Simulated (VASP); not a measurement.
# H2C7 in VASP: single point with LDA

Aim: the single point of H2C7 with LDA.

Everything below comes from runs of VASP 6.6.1. Logs are shortened: lines on timing, memory, paths and dates and some standing lists are left out, and cuts for length are marked.

### Step 1. The cell of the first run

The cell holds a slab with vacuum, 36 atoms: a = 4.995 Å, b = 4.995 Å, c = 18.800 Å, α = 90.00°, β = 90.00°, γ = 90.00°.

### Step 2. Single point, LDA

The input, INCAR:

```
PREC     = Accurate       # precision mode
ENCUT    = 520            # plane-wave cutoff, eV
EDIFF    = 1E-6           # SCF threshold, eV
ISMEAR   = 0              # smearing method
SIGMA    = 0.05           # smearing width, eV
LREAL    = Auto         
LASPH    = True           # aspherical terms in the spheres
NELM     = 80             # most SCF steps
ALGO     = Normal         # electronic algorithm
ISIF     = 2              # what is computed and relaxed
LWAVE    = False          # write WAVECAR
LCHARG   = False          # write CHGCAR
LDIPOL   = True         
IDIPOL   = 3            
DIPOL    = 0.5 0.5 0.345
GGA      = CA             # functional
NBANDS   = 84             # bands
```

The input, KPOINTS:

```
regular mesh
0
Gamma
  5 5 1
```

The input, POSCAR:

```
H2C7
1.0
    4.9946309939      0.0000000000      0.0000000000
    0.0000000000      4.9946309939      0.0000000000
    0.0000000000      0.0000000000     18.8000119722
C H
28 8
Direct
    0.5000000000      0.5000000000      0.2474682362
    0.5000000000      0.0000000000      0.2474682362
    0.0000000000      0.5000000000      0.2474682362
    0.0000000000      0.0000000000      0.2474682362
    0.7500000000      0.5000000000      0.2944328000
    0.7500000000      0.0000000000      0.2944328000
    0.2500000000      0.5000000000      0.2944328000
    0.2500000000      0.0000000000      0.2944328000
    0.7500000000      0.7500000000      0.3413973638
    0.7500000000      0.2500000000      0.3413973638
    0.2500000000      0.7500000000      0.3413973638
    0.2500000000      0.2500000000      0.3413973638
   -0.0032721563      0.7500000000      0.3901931363
   -0.0013746513      0.2500000000      0.3909335910
    0.5004220083      0.7500000000      0.3823100143
    0.5019804641      0.2500000000      0.3830272518
   -0.0035187924     -0.0034372609      0.4392127596
   -0.0035187924      0.5034372609      0.4392127596
    0.5027468844     -0.0066359093      0.4254355539
    0.5027468844      0.5066359093      0.4254355539
    0.2627834725     -0.0076921129      0.4788387788
    0.2627834725      0.5076921129      0.4788387788
    0.7302751191     -0.0018194947      0.4816474762
    0.7302751191      0.5018194947      0.4816474762
    0.3650909417      0.2500000000      0.4977443109
    0.3592132508      0.7500000000      0.5206698282
    0.6317828183      0.2500000000      0.5153072430
    0.6342437276      0.7500000000      0.5183480164
    0.5000000000      0.6422371450      0.2068557463
    0.5000000000      0.3577628550      0.2068557463
    0.5000000000      0.1422371450      0.2068557463
    0.5000000000     -0.1422371450      0.2068557463
    0.0000000000      0.3578221913      0.2067996000
    0.0000000000      0.6421778087      0.2067996000
    0.0000000000     -0.1421778087      0.2067996000
    0.0000000000      0.1421778087      0.2067996000
```

Potentials or basis: VASP PAW LDA potentials, release 64 (C, H).

On the command line:

```console
cat potpaw_LDA.64/C/POTCAR potpaw_LDA.64/H/POTCAR > POTCAR
mpirun -np 1 vasp_std > vasp.out
```

OUTCAR:

```text
PREC = Accurate
   ENCUT = 520
   EDIFF = 1E-6
   ISMEAR = 0
   LREAL = Auto
   LASPH = True
   NELM = 80
   ISIF = 2
   GGA = CA

 ion  position               nearest neighbor table
   1  0.500  0.500  0.247-  29 1.04  30 1.04   5 1.53   7 1.53
   2  0.500  0.000  0.247-  31 1.04  32 1.04   6 1.53   8 1.53
   3  0.000  0.500  0.247-  33 1.04  34 1.04   5 1.53   7 1.53
   4  0.000  0.000  0.247-  35 1.04  36 1.04   6 1.53   8 1.53
   5  0.750  0.500  0.294-   9 1.53  10 1.53   1 1.53   3 1.53
   6  0.750  0.000  0.294-   9 1.53  10 1.53   2 1.53   4 1.53
[... 10 lines left out ...]
  17  0.996  0.997  0.439-  21 1.52  13 1.54  23 1.55  14 1.56
  18  0.996  0.503  0.439-  22 1.52  13 1.54  24 1.55  14 1.56
  19  0.503  0.993  0.425-  15 1.46  16 1.51  23 1.55  21 1.56  25 1.99
  20  0.503  0.507  0.425-  15 1.46  16 1.51  24 1.55  22 1.56  25 1.99
  21  0.263  0.992  0.479-  25 1.43  26 1.52  17 1.52  19 1.56
  22  0.263  0.508  0.479-  25 1.43  26 1.52  18 1.52  20 1.56
  23  0.730  0.998  0.482-  27 1.49  28 1.50  17 1.55  19 1.55
  24  0.730  0.502  0.482-  27 1.49  28 1.50  18 1.55  20 1.55
  25  0.365  0.250  0.498-  27 1.37  22 1.43  21 1.43  20 1.99  19 1.99
  26  0.359  0.750  0.521-  28 1.37  22 1.52  21 1.52
  27  0.632  0.250  0.515-  25 1.37  24 1.49  23 1.49
  28  0.634  0.750  0.518-  26 1.37  24 1.50  23 1.50
  29  0.500  0.642  0.207-   1 1.04
  30  0.500  0.358  0.207-   1 1.04
  31  0.500  0.142  0.207-   2 1.04
  32  0.500  0.858  0.207-   2 1.04
  33  0.000  0.358  0.207-   3 1.04
  34  0.000  0.642  0.207-   3 1.04
  35  0.000  0.858  0.207-   4 1.04
  36  0.000  0.142  0.207-   4 1.04

  LATTYP: Found a simple tetragonal cell.
 ALAT       =     4.9946309939
 C/A-ratio  =     3.7640442297

  Lattice vectors:

 A1 = (   4.9946309939,   0.0000000000,   0.0000000000)
 A2 = (   0.0000000000,   4.9946309939,   0.0000000000)
 A3 = (   0.0000000000,   0.0000000000,  18.8000119722)

Analysis of symmetry for initial positions (statically):
=====================================================================
 Subroutine PRICEL returns:
 Original cell was already a primitive cell.

 Routine SETGRP: Setting up the symmetry group for a
 simple tetragonal supercell.

 Subroutine GETGRP returns: Found  2 space group operations
 (whereof  1 operations were pure point group operations)
 out of a pool of 16 trial point group operations.

The static configuration has the point symmetry C_1 .
 The point group associated with its full space group is C_1h.

Analysis of symmetry for dynamics (positions and initial velocities):
=====================================================================
 Subroutine PRICEL returns:
 Original cell was already a primitive cell.

 Routine SETGRP: Setting up the symmetry group for a
 simple tetragonal supercell.

 Subroutine GETGRP returns: Found  2 space group operations
 (whereof  1 operations were pure point group operations)
 out of a pool of 16 trial point group operations.

The dynamic configuration has the point symmetry C_1 .
 The point group associated with its full space group is C_1h.

 Subroutine INISYM returns: Found  2 space group operations
 (whereof  1 operations are pure point group operations),
 and found     1 'primitive' translations

----------------------------------------------------------------------------------------

                                     Primitive cell

  volume of cell :     468.9915

  direct lattice vectors                    reciprocal lattice vectors
     4.994630994  0.000000000  0.000000000     0.200214991  0.000000000  0.000000000
     0.000000000  4.994630994  0.000000000     0.000000000  0.200214991  0.000000000
     0.000000000  0.000000000 18.800011972     0.000000000  0.000000000  0.053191455

  length of vectors
     4.994630994  4.994630994 18.800011972     0.200214991  0.200214991  0.053191455

  position of ions in fractional coordinates (direct lattice)
     0.500000000  0.500000000  0.247468236
     0.500000000  0.000000000  0.247468236
     0.000000000  0.500000000  0.247468236
     0.000000000  0.000000000  0.247468236
     0.750000000  0.500000000  0.294432800
     0.750000000  0.000000000  0.294432800
[... 28 lines left out ...]
     0.000000000  0.857822191  0.206799600
     0.000000000  0.142177809  0.206799600

  ion indices of the primitive-cell ions
   primitive index   ion index
                 1           1
                 2           2
                 3           3
                 4           4
                 5           5
                 6           6
[... 28 lines left out ...]
                35          35
                36          36

----------------------------------------------------------------------------------------

 KPOINTS: regular mesh

Automatic generation of k-mesh.
 Grid dimensions read from file:
 generate k-points for:    5    5    1

 Generating k-lattice:

  Cartesian coordinates                     Fractional coordinates (reciprocal lattice)
     0.040042998  0.000000000  0.000000000     0.200000000  0.000000000  0.000000000
     0.000000000  0.040042998  0.000000000     0.000000000  0.200000000  0.000000000
     0.000000000  0.000000000  0.053191455     0.000000000  0.000000000  1.000000000

  Length of vectors
     0.040042998  0.040042998  0.053191455

  Shift w.r.t. Gamma in fractional coordinates (k-lattice)
     0.000000000  0.000000000  0.000000000

 Subroutine IBZKPT returns following result:
 ===========================================

 Found      9 irreducible k-points:

 Following reciprocal coordinates:
            Coordinates               Weight
  0.000000  0.000000  0.000000      1.000000
  0.200000  0.000000  0.000000      2.000000
  0.000000  0.200000  0.000000      2.000000
  0.400000  0.000000  0.000000      2.000000
  0.000000  0.400000  0.000000      2.000000
  0.200000  0.200000  0.000000      4.000000
  0.400000  0.200000  0.000000      4.000000
 -0.200000  0.400000  0.000000      4.000000
  0.400000  0.400000  0.000000      4.000000
   k-points           NKPTS =      9   k-points in BZ     NKDIM =      9   number of bands    NBANDS=     84
   number of dos      NEDOS =    301   number of ions     NIONS =     36
   total plane-waves  NPLWV = 224000
   dimension x,y,z NGX =    40 NGY =   40 NGZ =  140
   dimension x,y,z NGXF=    80 NGYF=   80 NGZF=  280
   ions per type =              28   8
   NGX,Y,Z   is equivalent  to a cutoff of  13.31, 13.31, 12.38 a.u.
   NGXF,Y,Z  is equivalent  to a cutoff of  26.63, 26.63, 24.76 a.u.
 SYSTEM =  unknown system
   PREC   = accura    normal or accurate (medium, high low for compatibility)
   ISTART =      0    job   : 0-new  1-cont  2-samecut
   ICHARG =      2    charge: 1-file 2-atom 10-const
   ISPIN  =      1    spin polarized calculation?
   LNONCOLLINEAR =      F non collinear calculations
   LSORBIT =      F    spin-orbit coupling
   LASPH  =      T    aspherical Exc in radial PAW
   ENCUT  =  520.0 eV  38.22 Ry    6.18 a.u.   9.29  9.29 34.96*2*pi/ulx,y,z
   NELM   =     80;   NELMIN=  2; NELMDL= -5     # of ELM steps
   EDIFF  = 0.1E-05   stopping-criterion for ELM
   LREAL  =      T    real-space projection
   EDIFFG = 0.1E-04   stopping-criterion for IOM
   NSW    =      0    number of steps for IOM
   IBRION =     -1    ionic relax: 0-MD 1-quasi-New 2-CG
   NFREE  =      0    steps in history (QN), initial steepest desc. (CG)
   ISIF   =      2    stress and relaxation
   ISYM   =      2    0-nonsym 1-usesym 2-fastsym
   POTIM  = 0.5000    time-step for ionic-motion
   TEBEG  =    0.0;   TEEND  =   0.0 temperature during run
   PSTRESS=    0.0 pullay stress
   NELECT =     120.0000    total number of electrons
   NUPDOWN=      -1.0000    fix difference up-down
   EMIN   =  10.00;   EMAX   =-10.00  energy-range for DOS
   EFERMI =   0.00;   METHOD = LEGACY
   ISMEAR =     0;   SIGMA  =   0.05  broadening in eV -4-tet -1-fermi 0-gaus
   EFERMI_NEDOS =   21; number of points for ismear=-14 and -15
   IALGO  =     38    algorithm
   IMIX   =      4    mixing-type and parameters
     AMIX     =   0.40;   BMIX     =  1.00
     AMIX_MAG =   1.60;   BMIX_MAG =  1.00
  volume/ion in A,a.u.               =      13.03        87.91
  Fermi-wavevector in a.u.,A,eV,Ry     =   1.039314  1.964019 14.696664  1.080174
  Thomas-Fermi vector in A             =   2.173839
   LORBIT       =      0    0 simple, 1 ext, 2 COOP (PROOUT), +10 PAW based schemes
   GGA     = CA    functional components
   LHFCALC =     F    Hartree Fock is set to
   AEXX    =    0.0000 exact exchange contribution
   IVDW    =     0    specifies the selected vdW correction
   LEPSILON=     F    determine dielectric tensor
   LRPA    =     F    only Hartree local field effects (RPA)
 non-spin polarized calculation
 Gauss-broadening in eV      SIGMA  =   0.05
  energy-cutoff  :      520.00
  volume of cell :      468.99
 maximum number of plane-waves:     12689
 NGX is ok and might be reduce to    40
   NGX = 19   NGY = 19   NGZ = 69

 dipolmoment           0.000000      0.000000     -0.000233 electrons x Angstroem

 number of electron     120.0000008 magnetization

 dipolmoment           0.000000      0.000000      0.546666 electrons x Angstroem

 Free energy of the ion-electron system (eV)
  ---------------------------------------------------
  ext. energy  EPLUGINS =         0.00000000
  ---------------------------------------------------
  free energy    TOTEN  =      -294.22197339 eV

  energy without entropy =     -294.22197339  energy(sigma->0) =     -294.22197339

 E-fermi :   1.5365     XC(G=0):  -5.8449

 val. band max:        1.2432823530   @ k =   0.0000   0.2000   0.0000
 cond. band min:       2.2722574037   @ k =   0.4000   0.0000   0.0000
 fundamental gap:      1.0289750507
 Fermi energy:         1.5365483948

 k-point     1 :       0.0000    0.0000    0.0000
  band No.  band energies     occupation
      1     -20.9038      2.00000
      2     -19.1676      2.00000
      3     -16.7615      2.00000
      4     -16.4164      2.00000
      5     -16.3700      2.00000
      6     -16.0549      2.00000
[... 64 lines left out ...]
     71       6.2844      0.00000
     72       6.5928      0.00000
[... 598 lines left out ...]
     71       6.8053      0.00000
     72       6.8911      0.00000
 [bands above 72 left out]

------------------------ aborting loop because EDIFF is reached ----------------------------------------

 vacuum level on the upper side and lower side of the slab       (xc-potential included)         1.772        -2.069

  FORCE on cell =-STRESS in cart. coord.  units (eV):
  Direction    XX          YY          ZZ          XY          YZ          ZX
  --------------------------------------------------------------------------------------
  -------------------------------------------------------------------------------------
  Total       -0.4595632     76.9439193     12.7585184      0.0000000      0.0000000      0.0298202
  in kB       -1.5699685    262.8572409     43.5858868      0.0000000      0.0000000      0.1018723
  external PRESSURE =     101.6243864 kB  Pullay stress =       0.0000000 kB

 VOLUME and BASIS-vectors are now :
 -----------------------------------------------------------------------------
  energy-cutoff  :      520.00
  volume of cell :      468.99
      direct lattice vectors                 reciprocal lattice vectors
     4.994630994  0.000000000  0.000000000     0.200214991  0.000000000  0.000000000
     0.000000000  4.994630994  0.000000000     0.000000000  0.200214991  0.000000000
     0.000000000  0.000000000 18.800011972     0.000000000  0.000000000  0.053191455

 POSITION                                       TOTAL-FORCE (eV/Angst)
 -----------------------------------------------------------------------------------
      2.49732      2.49732      4.65241         0.012800     -0.015234      1.991237
      2.49732      0.00000      4.65241         0.012800      0.015234      1.991237
      0.00000      2.49732      4.65241        -0.010315     -0.012723      1.808773
      0.00000      0.00000      4.65241        -0.010315      0.012723      1.808773
      3.74597      2.49732      5.53534         0.715223      0.001763     -2.137372
      3.74597      0.00000      5.53534         0.715223     -0.001763     -2.137372
[... 28 lines left out ...]
      0.00000      4.28451      3.88783         0.004422     -0.036285     -0.038653
      0.00000      0.71013      3.88783         0.001376      0.034068     -0.040703
 -----------------------------------------------------------------------------------
    total drift:                               -0.004091      0.000000      0.001422

  FREE ENERGIE OF THE ION-ELECTRON SYSTEM (eV)
  ---------------------------------------------------
  free  energy   TOTEN  =      -294.2219733903 eV

  energy  without entropy=     -294.2219733903  energy(sigma->0) =     -294.22197339

 vacuum level on the upper side and lower side of the slab         6.925         2.972
```

Wall time 17 min (1 thread of Intel Xeon 6975P-C, shared host); peak memory 0.51 GiB.

Results:

```yaml
Free_energy: -294.2220 eV
Largest_force: 6.949 eV/Å
Band_gap_on_the_k_mesh: 1.03 eV, indirect (least direct gap 1.14 eV)
```

Forces on the atoms (eV/Å):
```
C    0.013 -0.015  1.991
C    0.013  0.015  1.991
C   -0.010 -0.013  1.809
C   -0.010  0.013  1.809
C    0.715  0.002 -2.137
C    0.715 -0.002 -2.137
C   -0.713  0.008 -2.050
C   -0.713 -0.008 -2.050
C    1.016  0.000 -1.749
C    1.064  0.000 -1.298
C   -1.237  0.000 -1.387
C   -0.859  0.000 -0.897
C    0.003  0.000 -0.006
C   -0.003  0.000  0.006
C    0.011  0.000 -0.006
C    0.004  0.000  0.006
C   -0.009 -0.001  0.019
C   -0.009  0.001  0.019
C   -0.011 -0.003 -0.012
C   -0.011  0.003 -0.012
C   -0.039  0.003  0.024
C   -0.039 -0.003  0.024
C    0.060 -0.008  0.016
C    0.060  0.008  0.016
C   -0.043  0.000  6.949
C   -0.047  0.000 -0.775
C    0.037  0.000  0.055
C    0.043  0.000  0.078
H   -0.001  0.031 -0.032
H   -0.004 -0.032 -0.036
H   -0.004  0.032 -0.036
H   -0.001 -0.031 -0.032
H    0.001 -0.034 -0.041
H    0.004  0.036 -0.039
H    0.004 -0.036 -0.039
H    0.001  0.034 -0.041
```

Levels at points of the mesh, in eV from the valence-band top:
| k point | band 58 | band 59 | band 60 | band 61 | band 62 | band 63 |
| --- | --- | --- | --- | --- | --- | --- |
| (0.00, 0.00, 0.00) | -0.48 | -0.19 | -0.02 | 1.13 | 1.18 | 2.58 |
